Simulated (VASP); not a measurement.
Write the native input for VASP 6.6.1 that does the following.

```yaml
Task: electric field gradients
Functional: r2SCAN
Potentials_or_basis: VASP PAW PBE potentials, release 64 (Li_sv)
Cutoff: 520 eV
k_mesh: 9 × 9 × 9
Occupations: fermi-dirac, width 0.05 eV
Spin: no spin polarisation
Dipole_correction: no
Further_INCAR_settings: ALGO = Normal; EDIFF = 1e-08; NBANDS = 10
```

Li:

```
CELL_PARAMETERS angstrom
0.00000 2.93330 2.93330
2.93330 0.00000 2.93330
2.93330 2.93330 0.00000
ATOMIC_POSITIONS crystal
Li 0.78500 0.90500 0.90500
Li 0.21500 0.09500 0.09500
```

This cell differs from its parent crystal: shortest bond scaled by 0.76.

One way to write it, as run:

POSCAR

```
Li
1.0
    0.0000000000      2.9332963867      2.9332963867
    2.9332963867      0.0000000000      2.9332963867
    2.9332963867      2.9332963867      0.0000000000
Li
2
Direct
   -0.2150000000     -0.0950000000     -0.0950000000
    0.2150000000      0.0950000000      0.0950000000
```

INCAR.step1

```
PREC = Accurate ; ENCUT = 520
ISMEAR = -1 ; SIGMA = 0.05
LREAL = False ; LASPH = True
NELM = 80 ; NBANDS = 10
GGA = PE ; ALGO = Normal
EDIFF = 1E-4 ; LWAVE = True
LCHARG = False
```

INCAR.step2

```
PREC = Accurate ; ENCUT = 520
EDIFF = 1E-8 ; ISMEAR = -1
SIGMA = 0.05 ; LREAL = False
LASPH = True ; NELM = 80
ALGO = Normal ; ISIF = 2
LWAVE = False ; LCHARG = False
METAGGA = R2SCAN ; LMIXTAU = True
LEFG = True ; NBANDS = 10
ISTART = 1
```

KPOINTS

```
regular mesh
0
Gamma
  9 9 9
```

Potentials or basis: VASP PAW PBE potentials, release 64 (Li_sv).

Launch:

```console
$ cat potpaw_PBE.64/Li_sv/POTCAR > POTCAR
$ cp INCAR.step1 INCAR
$ mpirun -np 1 vasp_std > vasp.out
$ cp INCAR.step2 INCAR
$ mpirun -np 1 vasp_std > vasp.out
```

Results of the run:

The largest force is 1.548 eV/Å and the band gap on the k mesh is zero (band 3 reaches 0.50 eV, above the bottom of band 4 at -0.08 eV).

Caveat: the cell differs from its parent crystal (shortest bond scaled by 0.76); without QUAD_EFG the Cq values of the log hold for a quadrupole moment of 1 mb, not for the nuclei; the PAW data sets were made with another functional, which shifts forces and pressure a little.

Wall time 5.7 min on 1 thread of AMD EPYC 7R43 64-Core Processor (Zen 3) (shared host), peak memory 0.15 GiB.
